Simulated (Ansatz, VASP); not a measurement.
**SiNi3: VASP beside Ansatz**

```
CELL_PARAMETERS angstrom
3.56546 0.00000 0.00000
0.00000 3.56546 0.00000
0.00000 0.00000 3.56546
ATOMIC_POSITIONS crystal
Ni 0.50000 0.50000 0.00000
Ni 0.50000 0.00000 0.50000
Ni 0.00000 0.50000 0.50000
Si 0.00000 0.00000 0.00000
```

Change from the starting cell: volume scaled by 1.02.

Alike in both runs: task single point; functional LDA; k mesh 8 × 8 × 8; occupations fermi-dirac, width 0.05 eV; collinear spin.

```csv
,VASP,Ansatz
version,VASP 6.6.1,Ansatz 0.2.0
potentials or method,"VASP PAW LDA potentials, release 64 (Ni, Si), cutoff 520 eV","all-electron LAPW, scalar-relativistic"
```

|  | VASP | Ansatz | Ansatz less VASP |
| --- | --- | --- | --- |
| gap on the k mesh at the Fermi level (eV) | none | none | - |
| pressure (GPa) | -22.7 | -23.2 | -0.45 |
| net moment per atom (μB) | 0.00 | 0.00 | -0.001 |

LDA's correlation is that of Perdew and Zunger in VASP and of Perdew and Wang (1992) in Ansatz. A gap of «none» marks a metal or a gap that the smearing closes. Ansatz ran all-electron here, and VASP with PAW potentials.
